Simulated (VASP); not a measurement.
# ZrB2 (P6/mmm) in VASP: a series of runs

The runs below take ZrB2 through single point, with LDA.

Everything below comes from runs of VASP 6.6.1. Logs are shortened: lines on timing, memory, paths and dates and some standing lists are left out, and cuts for length are marked.

### 1 The cell of the first run

The structure is hexagonal, space group P6/mmm (No. 191). Conventional cell: a = 3.164 Å, b = 3.164 Å, c = 3.489 Å, α = 90.00°, β = 90.00°, γ = 120.00°. Zr (site symmetry 6/mmm) has 12 B at 2.53 Å and 6 Zr at 3.16 Å within 3.3 Å. Within 2.4 Å of B (site symmetry -6m2) lie 3 B at 1.83 Å.

### 2 Single point, LDA

INCAR

```
PREC     = Accurate       # precision mode
ENCUT    = 520            # plane-wave cutoff, eV
EDIFF    = 1E-6           # SCF threshold, eV
ISMEAR   = 0              # smearing method
SIGMA    = 0.15           # smearing width, eV
LREAL    = F              # projectors in reciprocal space
LASPH    = T              # aspherical terms in the spheres
NELM     = 80             # most SCF steps
ALGO     = Normal         # electronic algorithm
ISIF     = 2              # what is computed and relaxed
LWAVE    = F              # write WAVECAR
LCHARG   = T              # write CHGCAR
LELF     = T              # ELF
LVHAR    = T            
NBANDS   = 16             # bands
```

KPOINTS

```
regular mesh
0
Gamma
  15 15 12
```

POSCAR

```
ZrB2
1.0
    3.1639000000      0.0000000000      0.0000000000
   -1.5819500000      2.7400177750      0.0000000000
    0.0000000000      0.0000000000      3.4889014692
Zr B
1 2
Direct
    0.0000000000      0.0000000000      0.0000000000
    0.3333333333      0.6666666667      0.5000000000
    0.6666666667      0.3333333333      0.5000000000
```

Potentials or basis: VASP PAW LDA potentials, release 64 (Zr_sv, B).

The run is started by

```
> cat potpaw_LDA.64/Zr_sv/POTCAR potpaw_LDA.64/B/POTCAR > POTCAR
> mpirun -np 1 vasp_std > vasp.out
```

OUTCAR:

```text
PREC = Accurate
   ENCUT = 520
   EDIFF = 1E-6
   ISMEAR = 0
   LREAL = F
   LASPH = T
   NELM = 80
   ISIF = 2

 ion  position               nearest neighbor table
   1  0.000  0.000  0.000-   2 2.53   3 2.53   2 2.53   3 2.53   2 2.53   2 2.53   3 2.53   3 2.53
                             3 2.53   3 2.53   2 2.53   2 2.53
   2  0.333  0.667  0.500-   3 1.83   3 1.83   3 1.83   1 2.53   1 2.53   1 2.53   1 2.53   1 2.53
                             1 2.53
   3  0.667  0.333  0.500-   2 1.83   2 1.83   2 1.83   1 2.53   1 2.53   1 2.53   1 2.53   1 2.53
                             1 2.53

  LATTYP: Found a hexagonal cell.
 ALAT       =     3.1639000000
 C/A-ratio  =     1.1027217893

  Lattice vectors:

 A1 = (   3.1639000000,   0.0000000000,   0.0000000000)
 A2 = (  -1.5819500000,   2.7400177750,   0.0000000000)
 A3 = (   0.0000000000,   0.0000000000,   3.4889014692)

Analysis of symmetry for initial positions (statically):
=====================================================================
 Subroutine PRICEL returns:
 Original cell was already a primitive cell.

 Routine SETGRP: Setting up the symmetry group for a
 hexagonal supercell.

 Subroutine GETGRP returns: Found 24 space group operations
 (whereof 24 operations were pure point group operations)
 out of a pool of 24 trial point group operations.

The static configuration has the point symmetry D_6h.

Analysis of symmetry for dynamics (positions and initial velocities):
=====================================================================
 Subroutine PRICEL returns:
 Original cell was already a primitive cell.

 Routine SETGRP: Setting up the symmetry group for a
 hexagonal supercell.

 Subroutine GETGRP returns: Found 24 space group operations
 (whereof 24 operations were pure point group operations)
 out of a pool of 24 trial point group operations.

The dynamic configuration has the point symmetry D_6h.

 Subroutine INISYM returns: Found 24 space group operations
 (whereof 24 operations are pure point group operations),
 and found     1 'primitive' translations

----------------------------------------------------------------------------------------

                                     Primitive cell

  volume of cell :      30.2458

  direct lattice vectors                    reciprocal lattice vectors
     3.163900000  0.000000000  0.000000000     0.316065615  0.182480568  0.000000000
    -1.581950000  2.740017775  0.000000000     0.000000000  0.364961136  0.000000000
     0.000000000  0.000000000  3.488901469     0.000000000  0.000000000  0.286623170

  length of vectors
     3.163900000  3.163900000  3.488901469     0.364961136  0.364961136  0.286623170

  position of ions in fractional coordinates (direct lattice)
     0.000000000  0.000000000  0.000000000
     0.333333333  0.666666667  0.500000000
     0.666666667  0.333333333  0.500000000

  ion indices of the primitive-cell ions
   primitive index   ion index
                 1           1
                 2           2
                 3           3

----------------------------------------------------------------------------------------

 KPOINTS: regular mesh

Automatic generation of k-mesh.
 Grid dimensions read from file:
 generate k-points for:   15   15   12

 Generating k-lattice:

  Cartesian coordinates                     Fractional coordinates (reciprocal lattice)
     0.021071041  0.012165371  0.000000000     0.066666667  0.000000000  0.000000000
     0.000000000  0.024330742  0.000000000     0.000000000  0.066666667  0.000000000
     0.000000000  0.000000000  0.023885264     0.000000000  0.000000000  0.083333333

  Length of vectors
     0.024330742  0.024330742  0.023885264

  Shift w.r.t. Gamma in fractional coordinates (k-lattice)
     0.000000000  0.000000000  0.000000000

 Subroutine IBZKPT returns following result:
 ===========================================

 Found    189 irreducible k-points:

 Following reciprocal coordinates:
            Coordinates               Weight
  0.000000  0.000000  0.000000      1.000000
  0.066667  0.000000  0.000000      6.000000
  0.133333  0.000000  0.000000      6.000000
  0.200000  0.000000  0.000000      6.000000
  0.266667  0.000000  0.000000      6.000000
  0.333333  0.000000  0.000000      6.000000
[... 16 lines left out ...]
  0.333333  0.200000  0.000000     12.000000
  0.400000  0.200000  0.000000      6.000000
 [... further k-points ...]
   k-points           NKPTS =    189   k-points in BZ     NKDIM =    189   number of bands    NBANDS=     16
   number of dos      NEDOS =    301   number of ions     NIONS =      3
   total plane-waves  NPLWV =  16128
   dimension x,y,z NGX =    24 NGY =   24 NGZ =   28
   dimension x,y,z NGXF=    48 NGYF=   48 NGZF=   56
   ions per type =               1   2
   NGX,Y,Z   is equivalent  to a cutoff of  12.61, 12.61, 13.34 a.u.
   NGXF,Y,Z  is equivalent  to a cutoff of  25.22, 25.22, 26.68 a.u.
 SYSTEM =  unknown system
   PREC   = accura    normal or accurate (medium, high low for compatibility)
   ISTART =      0    job   : 0-new  1-cont  2-samecut
   ICHARG =      2    charge: 1-file 2-atom 10-const
   ISPIN  =      1    spin polarized calculation?
   LNONCOLLINEAR =      F non collinear calculations
   LSORBIT =      F    spin-orbit coupling
   LASPH  =      T    aspherical Exc in radial PAW
   ENCUT  =  520.0 eV  38.22 Ry    6.18 a.u.   5.88  5.88  6.49*2*pi/ulx,y,z
   NELM   =     80;   NELMIN=  2; NELMDL= -5     # of ELM steps
   EDIFF  = 0.1E-05   stopping-criterion for ELM
   LREAL  =      F    real-space projection
   EDIFFG = 0.1E-04   stopping-criterion for IOM
   NSW    =      0    number of steps for IOM
   IBRION =     -1    ionic relax: 0-MD 1-quasi-New 2-CG
   NFREE  =      0    steps in history (QN), initial steepest desc. (CG)
   ISIF   =      2    stress and relaxation
   ISYM   =      2    0-nonsym 1-usesym 2-fastsym
   POTIM  = 0.5000    time-step for ionic-motion
   TEBEG  =    0.0;   TEEND  =   0.0 temperature during run
   PSTRESS=    0.0 pullay stress
   NELECT =      18.0000    total number of electrons
   NUPDOWN=      -1.0000    fix difference up-down
   EMIN   =  10.00;   EMAX   =-10.00  energy-range for DOS
   EFERMI =   0.00;   METHOD = LEGACY
   ISMEAR =     0;   SIGMA  =   0.15  broadening in eV -4-tet -1-fermi 0-gaus
   EFERMI_NEDOS =   21; number of points for ismear=-14 and -15
   IALGO  =     38    algorithm
   IMIX   =      4    mixing-type and parameters
     AMIX     =   0.40;   BMIX     =  1.00
     AMIX_MAG =   1.60;   BMIX_MAG =  1.00
  volume/ion in A,a.u.               =      10.08        68.04
  Fermi-wavevector in a.u.,A,eV,Ry     =   1.377032  2.602213 25.799603  1.896217
  Thomas-Fermi vector in A             =   2.502222
   LORBIT       =      0    0 simple, 1 ext, 2 COOP (PROOUT), +10 PAW based schemes
   GGA     = CA    functional components
   LHFCALC =     F    Hartree Fock is set to
   AEXX    =    0.0000 exact exchange contribution
   IVDW    =     0    specifies the selected vdW correction
   LEPSILON=     F    determine dielectric tensor
   LRPA    =     F    only Hartree local field effects (RPA)
 non-spin polarized calculation
 Gauss-broadening in eV      SIGMA  =   0.15
  energy-cutoff  :      520.00
  volume of cell :       30.25
 maximum number of plane-waves:       836
 NGX is ok and might be reduce to    24
   NGX = 11   NGY = 11   NGZ = 13

 number of electron      18.0000000 magnetization

 Free energy of the ion-electron system (eV)
  ---------------------------------------------------
  ext. energy  EPLUGINS =         0.00000000
  ---------------------------------------------------
  free energy    TOTEN  =       -27.47361775 eV

  energy without entropy =      -27.47097882  energy(sigma->0) =      -27.47229828

 E-fermi :  10.6414     XC(G=0): -12.6643

 val. band max:       10.5918581482   @ k =   0.0667   0.0667   0.4167
 cond. band min:      10.6702151212   @ k =   0.1333   0.1333   0.2500
 fundamental gap:      0.0783569730
 Fermi energy:        10.6413740230

 k-point     1 :       0.0000    0.0000    0.0000
  band No.  band energies     occupation
      1     -37.6283      2.00000
      2     -15.9760      2.00000
      3     -15.4075      2.00000
      4     -15.4075      2.00000
      5      -1.9763      2.00000
      6       7.9162      2.00000
[... 8 lines left out ...]
     15      15.7904      0.00000
     16      15.7904      0.00000

 k-point     2 :       0.0667    0.0000    0.0000
  band No.  band energies     occupation
      1     -37.6231      2.00000
      2     -15.9682      2.00000
      3     -15.4534      2.00000
      4     -15.4174      2.00000
      5      -1.8858      2.00000
      6       7.6606      2.00000
[... 8 lines left out ...]
     15      16.2737      0.00000
     16      16.4722      0.00000

 k-point     3 :       0.1333    0.0000    0.0000
  band No.  band energies     occupation
      1     -37.6082      2.00000
      2     -15.9462      2.00000
      3     -15.5812      2.00000
      4     -15.4453      2.00000
      5      -1.6219      2.00000
      6       7.0091      2.00000
[... 8 lines left out ...]
     15      16.9799      0.00000
     16      17.6081      0.00000

 k-point     4 :       0.2000    0.0000    0.0000
  band No.  band energies     occupation
      1     -37.5861      2.00000
      2     -15.9137      2.00000
      3     -15.7646      2.00000
      4     -15.4861      2.00000
      5      -1.2039      2.00000
      6       6.1588      2.00000
[... 8 lines left out ...]
     15      17.4654      0.00000
     16      18.3260      0.00000
[... 324 lines left out ...]
 k-point    22 :       0.2667    0.2000    0.0000
  band No.  band energies     occupation
      1     -37.5120      2.00000
      2     -16.2014      2.00000
      3     -15.8040      2.00000
      4     -15.7702      2.00000
      5       0.8504      2.00000
      6       4.0303      2.00000
[... 8 lines left out ...]
     15      18.6745      0.00000
     16      20.6167      0.00000

 k-point    23 :       0.3333    0.2000    0.0000
  band No.  band energies     occupation
      1     -37.4997      2.00000
      2     -16.2559      2.00000
      3     -15.8323      2.00000
      4     -15.7856      2.00000
      5       1.6165      2.00000
      6       3.2768      2.00000
[... 8 lines left out ...]
     15      19.6769      0.00000
     16      20.6576      0.00000

 k-point    24 :       0.4000    0.2000    0.0000
  band No.  band energies     occupation
      1     -37.4953      2.00000
      2     -16.2742      2.00000
      3     -15.8550      2.00000
      4     -15.7791      2.00000
      5       2.3383      2.00000
      6       2.5494      2.00000
[... 8 lines left out ...]
     15      20.1853      0.00000
     16      20.4432      0.00000

 [... further k-points ...]

------------------------ aborting loop because EDIFF is reached ----------------------------------------

  FORCE on cell =-STRESS in cart. coord.  units (eV):
  Direction    XX          YY          ZZ          XY          YZ          ZX
  --------------------------------------------------------------------------------------
  -------------------------------------------------------------------------------------
  Total       -1.1124825     -1.1124825     -0.3928233      0.0000000     -0.0000000      0.0000000
  in kB      -58.9303400    -58.9303400    -20.8086084      0.0000000     -0.0000000      0.0000000
  external PRESSURE =     -46.2230961 kB  Pullay stress =       0.0000000 kB

 VOLUME and BASIS-vectors are now :
 -----------------------------------------------------------------------------
  energy-cutoff  :      520.00
  volume of cell :       30.25
      direct lattice vectors                 reciprocal lattice vectors
     3.163900000  0.000000000  0.000000000     0.316065615  0.182480568  0.000000000
    -1.581950000  2.740017775  0.000000000     0.000000000  0.364961136  0.000000000
     0.000000000  0.000000000  3.488901469     0.000000000  0.000000000  0.286623170

 POSITION                                       TOTAL-FORCE (eV/Angst)
 -----------------------------------------------------------------------------------
      0.00000      0.00000      0.00000         0.000000      0.000000      0.000000
     -0.00000      1.82668      1.74445         0.000000     -0.000000      0.000000
      1.58195      0.91334      1.74445        -0.000000      0.000000      0.000000
 -----------------------------------------------------------------------------------
    total drift:                               -0.000000      0.000000     -0.000000

  FREE ENERGIE OF THE ION-ELECTRON SYSTEM (eV)
  ---------------------------------------------------
  free  energy   TOTEN  =       -27.4736177476 eV

  energy  without entropy=      -27.4709788170  energy(sigma->0) =      -27.47229828
```

It took 79 s on 1 thread of Intel Xeon 8259CL, shared host; peak memory 0.2 GiB.

Results:

```yaml
Free_energy: -27.4736 eV
Pressure: -4.6 GPa
Band_gap_on_the_k_mesh: zero (bands 9 and 10 overlap by 0.92 eV)
```

Caveat: the cell stands under tension.

### 3 Single point, LDA

This run uses another cell than the first one, of 10.11 Å³/atom.

INCAR

```
SYSTEM = ZrB2
ALGO = Normal ; EDIFF = 1E-7
ENCUT = 520 ; ISIF = 2
ISMEAR = 0 ; LASPH = .TRUE.
LCHARG = .FALSE. ; LREAL = .FALSE.
LWAVE = .FALSE. ; NBANDS = 16
NELM = 80 ; PREC = Accurate
SIGMA = 0.15
```

KPOINTS

```
k-points
0
G
  15 15 12
  0 0 0
```

POSCAR

```
ZrB2
1.0
    3.1952000000      0.0000000000      0.0000000000
   -1.5976000000      2.7671243702      0.0000000000
    0.0000000000      0.0000000000      3.4308000000
Zr B
1 2
Direct
    0.0000000000      0.0000000000      0.0000000000
    0.3333333333      0.6666666667      0.5000000000
    0.6666666667      0.3333333333      0.5000000000
```

Potentials or basis: VASP PAW LDA potentials, release 64 (Zr_sv, B).

The run is started by

```
> cat potpaw_LDA.64/Zr_sv/POTCAR potpaw_LDA.64/B/POTCAR > POTCAR
> mpirun -np 1 vasp_std > vasp.out
```

Wall time 88 s (1 thread of Intel Xeon 8259CL, shared host); peak memory 0.2 GiB.

Results (log left out):

```yaml
Free_energy: -27.4430 eV
Pressure: -5.6 GPa
Band_gap_on_the_k_mesh: zero (bands 9 and 10 overlap by 0.69 eV)
```

Stress tensor (GPa, compression positive):
```
-9.79  0.00  0.00
 0.00 -9.79  0.00
 0.00  0.00  2.91
```

Levels at points of the mesh, in eV from the Fermi level:
| k point | band 6 | band 7 | band 8 | band 9 | band 10 | band 11 | band 12 | band 13 |
| --- | --- | --- | --- | --- | --- | --- | --- | --- |
| (0.00, 0.00, 0.00) | -2.92 | -2.92 | -2.54 | -2.00 | 3.41 | 3.41 | 4.51 | 4.51 |
| (0.00, 0.00, 0.50) | -6.94 | -1.12 | -1.12 | -0.03 | -0.03 | 0.75 | 0.75 | 2.45 |

Caveat: the cell stands under tension.

### 4 Single point, LDA

This run uses another cell than the first one, of 10.17 Å³/atom.

INCAR

```
SYSTEM = ZrB2
  ALGO = Normal
  EDIFF = 1E-6
  ENCUT = 520
  ISIF = 2
  ISMEAR = 0
  LASPH = .True.
  LCHARG = .True.
  LELF = .True.
  LREAL = .False.
  LVHAR = .True.
  LWAVE = .False.
  NBANDS = 16
  NELM = 80
  PREC = Accurate
  SIGMA = 0.15
```

KPOINTS

```
k-points
0
Gamma
  15 15 12
  0 0 0
```

POSCAR

```
ZrB2
1.0
    3.1012000000      0.0000000000      0.0000000000
   -1.5506000000      2.6857179822      0.0000000000
    0.0000000000      0.0000000000      3.6633000000
Zr B
1 2
Direct
    0.0000000000      0.0000000000      0.0000000000
    0.3333333333      0.6666666667      0.5000000000
    0.6666666667      0.3333333333      0.5000000000
```

The run is started by

```
> cat potpaw_LDA.64/Zr_sv/POTCAR potpaw_LDA.64/B/POTCAR > POTCAR
> mpirun -np 1 vasp_std > vasp.out
```

Wall time 90 s (1 thread of Intel Xeon 8259CL, shared host); peak memory 0.2 GiB.

It converged, with:

```
Free energy            : -27.3972 eV
Pressure               : -5.5 GPa
Band gap on the k mesh : zero (bands 9 and 10 overlap by 1.08 eV)
```

Stress tensor (GPa, compression positive):
```
  1.01   0.00   0.00
  0.00   1.01   0.00
  0.00   0.00 -18.42
```

Levels at points of the mesh, in eV from the Fermi level:
```
           k point  band 7  band 8  band 9  band 10  band 11  band 12
(0.00, 0.00, 0.00)   -2.66   -2.17   -2.17     3.53     3.53     3.79
(0.00, 0.00, 0.50)   -0.63   -0.63    0.84     0.84     0.93     0.93
```

Caveat: the cell stands under tension.

### 5 Single point, LDA

This run uses another cell than the first one, of 10.21 Å³/atom.

INCAR

```
SYSTEM = ZrB2
PREC     = Accurate       ! precision mode
ENCUT    = 520            ! plane-wave cutoff, eV
EDIFF    = 1E-6           ! SCF threshold, eV
ISMEAR   = 0              ! smearing method
SIGMA    = 0.15           ! smearing width, eV
LREAL    = .FALSE.        ! projectors in reciprocal space
LASPH    = .TRUE.         ! aspherical terms in the spheres
NELM     = 100            ! most SCF steps
ALGO     = Normal         ! electronic algorithm
ISIF     = 2              ! what is computed and relaxed
LWAVE    = .FALSE.        ! write WAVECAR
LCHARG   = .FALSE.        ! write CHGCAR
NBANDS   = 16             ! bands
```

KPOINTS

```
regular mesh
0
G
  15 15 12
  0 0 0
```

POSCAR

```
ZrB2
1.0
    3.1325412665      0.0000000000      0.0000000000
   -1.5662706333      2.7128603152      0.0000000000
    0.0000000000      0.0000000000      3.6052000000
Zr B
1 2
Direct
    0.0000000000      0.0000000000      0.0000000000
    0.3333333333      0.6666666667      0.5000000000
    0.6666666667      0.3333333333      0.5000000000
```

The run is started by

```
> cat potpaw_LDA.64/Zr_sv/POTCAR potpaw_LDA.64/B/POTCAR > POTCAR
> mpirun -np 1 vasp_std > vasp.out
```

It took 83 s on 1 thread of Intel Xeon 8259CL, shared host; peak memory 0.2 GiB.

It converged, with:

```
Free energy            : -27.4417 eV
Pressure               : -7.0 GPa
Band gap on the k mesh : zero (bands 9 and 10 overlap by 0.99 eV)
```

Stress tensor (GPa, compression positive):
```
 -3.56   0.00   0.00
  0.00  -3.56   0.00
  0.00   0.00 -13.91
```

Levels at points of the mesh, in eV from the Fermi level:
```
           k point  band 5  band 6  band 7  band 8  band 9  band 10  band 11  band 12  band 13  band 14
(0.00, 0.00, 0.00)  -12.58   -2.66   -2.50   -2.37   -2.37     3.45     3.45     3.95     3.95     5.45
(0.00, 0.00, 0.50)  -10.61   -6.90   -0.78   -0.78    0.66     0.66     0.81     0.81     1.32     5.42
```

Caveat: the cell stands under tension.

### 6 Summary

```csv
cell,gap on the mesh (eV),pressure (GPa)
"a = 3.164, b = 3.164, c = 3.489 Å, angles 90.0, 90.0, 120.0°, 3 atoms",none,-4.6
"a = 3.195, b = 3.195, c = 3.431 Å, angles 90.0, 90.0, 120.0°, 3 atoms",none,-5.6
"a = 3.101, b = 3.101, c = 3.663 Å, angles 90.0, 90.0, 120.0°, 3 atoms",none,-5.5
"a = 3.133, b = 3.133, c = 3.605 Å, angles 90.0, 90.0, 120.0°, 3 atoms",none,-7.0
```

Alike in all rows: task single point; level LDA; potentials or basis VASP PAW LDA potentials, release 64 (Zr_sv, B); no spin polarisation; k mesh 15 × 15 × 12; cutoff (eV) 520; smearing gaussian 0.15 eV.

Caveats: the cell stands under tension.

Absolute energies hang on the potentials; compare differences alone.
